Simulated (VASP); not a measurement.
# MgS (Fm-3m) in VASP: further runs, part 2 of 2

VASP 6.6.1. Earlier steps stand in the parts before.

## Step 3: Single point, PBEsol

INCAR reads:

```
SYSTEM = MgS
ALGO = Normal
EDIFF = 1E-6
ENCUT = 840
GGA = PS
GGA_COMPAT = .False.
ISIF = 2
ISMEAR = 1
LASPH = .True.
LCHARG = .True.
LELF = .True.
LREAL = .False.
LVHAR = .True.
LWAVE = .False.
NBANDS = 15
NELM = 120
PREC = Accurate
SIGMA = 0.5
```

KPOINTS reads:

```
k-points
0
Gamma
  6 6 6
  0 0 0
```

POSCAR reads:

```
MgS
1.0
    0.0000000000      2.6015177399      2.6015177399
    2.6015177399      0.0000000000      2.6015177399
    2.6015177399      2.6015177399      0.0000000000
Mg S
1 1
Direct
    0.0000000000      0.0000000000      0.0000000000
    0.5000000000      0.5000000000      0.5000000000
```

Potentials or basis: VASP PAW PBE potentials, release 64 (Mg_sv, S).

Command:

```console
cat potpaw_PBE.64/Mg_sv/POTCAR potpaw_PBE.64/S/POTCAR > POTCAR
mpirun -np 1 vasp_std > vasp.out
```

OUTCAR:

```text
SYSTEM = MgS
   EDIFF = 1E-6
   ENCUT = 840
   GGA = PS
   ISIF = 2
   ISMEAR = 1
   LASPH = .True.
   LREAL = .False.
   NELM = 120
   PREC = Accurate

 ion  position               nearest neighbor table
   1  0.000  0.000  0.000-
   2  0.500  0.500  0.500-

  LATTYP: Found a face centered cubic cell.
 ALAT       =     5.2030354798

  Lattice vectors:

 A1 = (   0.0000000000,   2.6015177399,   2.6015177399)
 A2 = (   2.6015177399,   0.0000000000,   2.6015177399)
 A3 = (   2.6015177399,   2.6015177399,   0.0000000000)

Analysis of symmetry for initial positions (statically):
=====================================================================
 Subroutine PRICEL returns:
 Original cell was already a primitive cell.

 Routine SETGRP: Setting up the symmetry group for a
 face centered cubic supercell.

 Subroutine GETGRP returns: Found 48 space group operations
 (whereof 48 operations were pure point group operations)
 out of a pool of 48 trial point group operations.

The static configuration has the point symmetry O_h .

Analysis of symmetry for dynamics (positions and initial velocities):
[... 161 lines left out ...]
      3     -37.7181      2.00000
      4     -37.7181      2.00000
      5      -9.1415      2.00000
      6       3.5400      1.46817
      7       3.5400      1.46817
      8       3.5400      1.46817
      9       7.1395     -0.00000
     10      11.3915     -0.00000
     11      11.3915     -0.00000
     12      11.3915     -0.00000
     13      13.8491      0.00000
     14      13.8491      0.00000
[... 257 lines left out ...]
      2     -37.7233      2.00000
      3     -37.7216      2.00000
      4     -37.7208      2.00000
      5      -7.4042      2.00000
      6      -0.2666      2.00000
      7       0.9181      2.00000
      8       1.2940      2.00000
      9       7.9032     -0.00000
     10       9.6338     -0.00000
     11      12.6279     -0.00000
     12      13.2321     -0.00000
     13      17.2368      0.00000
     14      18.4810      0.00000
     15      18.9472      0.00000

------------------------ aborting loop because EDIFF is reached ----------------------------------------

  FORCE on cell =-STRESS in cart. coord.  units (eV):
  Direction    XX          YY          ZZ          XY          YZ          ZX
  --------------------------------------------------------------------------------------
  -------------------------------------------------------------------------------------
  Total       -0.2237577     -0.2237577     -0.2237577      0.0000000      0.0000000      0.0000000
  in kB      -10.1807114    -10.1807114    -10.1807114      0.0000000      0.0000000      0.0000000
  external PRESSURE =     -10.1807114 kB  Pullay stress =       0.0000000 kB

 VOLUME and BASIS-vectors are now :
 -----------------------------------------------------------------------------
  energy-cutoff  :      840.00
  volume of cell :       35.21
      direct lattice vectors                 reciprocal lattice vectors
     0.000000000  2.601517740  2.601517740    -0.192195499  0.192195499  0.192195499
     2.601517740  0.000000000  2.601517740     0.192195499 -0.192195499  0.192195499
     2.601517740  2.601517740  0.000000000     0.192195499  0.192195499 -0.192195499

 POSITION                                       TOTAL-FORCE (eV/Angst)
 -----------------------------------------------------------------------------------
      0.00000      0.00000      0.00000         0.000000      0.000000      0.000000
      2.60152      2.60152      2.60152        -0.000000     -0.000000     -0.000000
 -----------------------------------------------------------------------------------
    total drift:                                0.000000      0.000000      0.000000

  FREE ENERGIE OF THE ION-ELECTRON SYSTEM (eV)
  ---------------------------------------------------
  free  energy   TOTEN  =        -9.0640570180 eV

  energy  without entropy=       -9.0807942214  energy(sigma->0) =       -9.06963609
```

OSZICAR:

```text
N       E                     dE             d eps       ncg     rms          rms(c)
DAV:   1     0.128083377349E+03    0.12808E+03   -0.11981E+04   480   0.157E+03
DAV:   2    -0.348056430397E+01   -0.13156E+03   -0.12471E+03   585   0.345E+02
DAV:   3    -0.934242464879E+01   -0.58619E+01   -0.58321E+01   648   0.698E+01
DAV:   4    -0.945072625663E+01   -0.10830E+00   -0.10828E+00   585   0.966E+00
DAV:   5    -0.945389588045E+01   -0.31696E-02   -0.31696E-02   692   0.138E+00    0.620E+00
DAV:   6    -0.911426146562E+01    0.33963E+00   -0.30663E-01   592   0.457E+00    0.380E+00
DAV:   7    -0.906754037864E+01    0.46721E-01   -0.12866E-01   641   0.272E+00    0.178E+00
DAV:   8    -0.906423719357E+01    0.33032E-02   -0.20145E-02   550   0.113E+00    0.336E-01
DAV:   9    -0.906402036195E+01    0.21683E-03   -0.65872E-04   606   0.220E-01    0.764E-02
DAV:  10    -0.906406307035E+01   -0.42708E-04   -0.97695E-05   689   0.880E-02    0.391E-02
DAV:  11    -0.906405756525E+01    0.55051E-05   -0.10313E-05   599   0.202E-02    0.107E-02
DAV:  12    -0.906405701796E+01    0.54729E-06   -0.11001E-06   534   0.667E-03
   1 F= -.90640570E+01 E0= -.90696361E+01  d E =0.167372E-01
```

stdout:

```text
POSCAR found type information on POSCAR MgS
 POSCAR found :  2 types and       2 ions
 scaLAPACK will be used
 -----------------------------------------------------------------------------
|                                                                             |
|                                                                             |
|     You enforced a specific xc type in the INCAR file but a different       |
|     I HOPE YOU KNOW WHAT YOU ARE DOING!                                     |
|                                                                             |
 -----------------------------------------------------------------------------

 LDA part: xc-table for (Slater+PW92), standard interpolation
 POSCAR, INCAR and KPOINTS ok, starting setup
 FFT: planning ... GRIDC
 FFT: planning ... GRID_SOFT
 FFT: planning ... GRID
 WAVECAR not read
 entering main loop
```

It took 7.9 s on 1 thread of Intel Xeon 6975P-C (Granite Rapids), shared host; peak memory 0.2 GiB.

Results:

```yaml
Free_energy: -9.0641 eV
Pressure: -1.0 GPa
Band_gap_on_the_k_mesh: 2.71 eV (least direct gap 3.60 eV)
```

Caveat: so wide a smearing shifts energies and pressures; the PAW data sets were made with another functional, which shifts forces and pressure a little.
